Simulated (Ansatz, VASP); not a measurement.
Two plane-wave programs on WSe2

File INCAR:

```
ALGO = Normal
EDIFF = 1E-7
ENCUT = 520
GGA = PE
ISIF = 2
ISMEAR = 0
LASPH = T
LCHARG = F
LREAL = F
LWAVE = F
NBANDS = 35
NELM = 60
PREC = Accurate
SIGMA = 0.01
```

The input KPOINTS:

```
k-points
0
Gamma
  6 6 2
```

File POSCAR:

```
WSe2
1.0
    3.2996674501      0.0000000000      0.0000000000
   -1.6498337251      2.8575958358      0.0000000000
    0.0000000000      0.0000000000     13.1487008971
W Se
2 4
Direct
    0.3333333333      0.6666666667      0.2500000000
    0.6666666667      0.3333333333      0.7500000000
    0.6666666667      0.3333333333      0.3766602602
    0.6666666667      0.3333333333      0.1233397398
    0.3333333333      0.6666666667      0.8766602602
    0.3333333333      0.6666666667      0.6233397398
```

Input for Ansatz:

```yaml
crystal:
  lattice:
    - [3.2996674501, 0.0, 0.0]
    - [-1.6498337251, 2.8575958358, 0.0]
    - [0.0, 0.0, 13.1487008971]
  atoms:
    - { symbol: W, position: [0.3333333333, 0.6666666667, 0.25] }
    - { symbol: W, position: [0.6666666667, 0.3333333333, 0.75] }
    - { symbol: Se, position: [0.6666666667, 0.3333333333, 0.3766602602] }
    - { symbol: Se, position: [0.6666666667, 0.3333333333, 0.1233397398] }
    - { symbol: Se, position: [0.3333333333, 0.6666666667, 0.8766602602] }
    - { symbol: Se, position: [0.3333333333, 0.6666666667, 0.6233397398] }
kpoints:
  mp_grid: { grid: [6, 6, 2] }
hamiltonian:
  xc: pbe
scf:
  occupations: { method: fixed }
output:
  optics:
    e_range: [0, 12]
    de: 0.05
    sigma: 0.1
    bands: { spectra_wanted_up_to: 12 }
```

Alike in both runs: task single point; functional PBE; k mesh 6 × 6 × 2; no spin polarisation.

|  | VASP | Ansatz |
| --- | --- | --- |
| version | VASP 6.6.1 | Ansatz 0.2.0 |
| potentials or method | VASP PAW PBE potentials, release 64 (W_sv, Se) | plane waves, PAW |
| plane-wave cutoff (eV) | 520 | 420 |
| occupations | gaussian, width 0.01 eV | fixed |
| valence electrons in the cell | 52 | 92 |

```csv
,VASP,Ansatz,Ansatz less VASP
gap on the k mesh at the Fermi level (eV),1.04,1.04,+0.004
```

VASP's potentials hold 52 valence electrons a cell and Ansatz's 92, so a difference there can come from the potentials and not from the codes.

Neither program's run includes spin-orbit coupling.
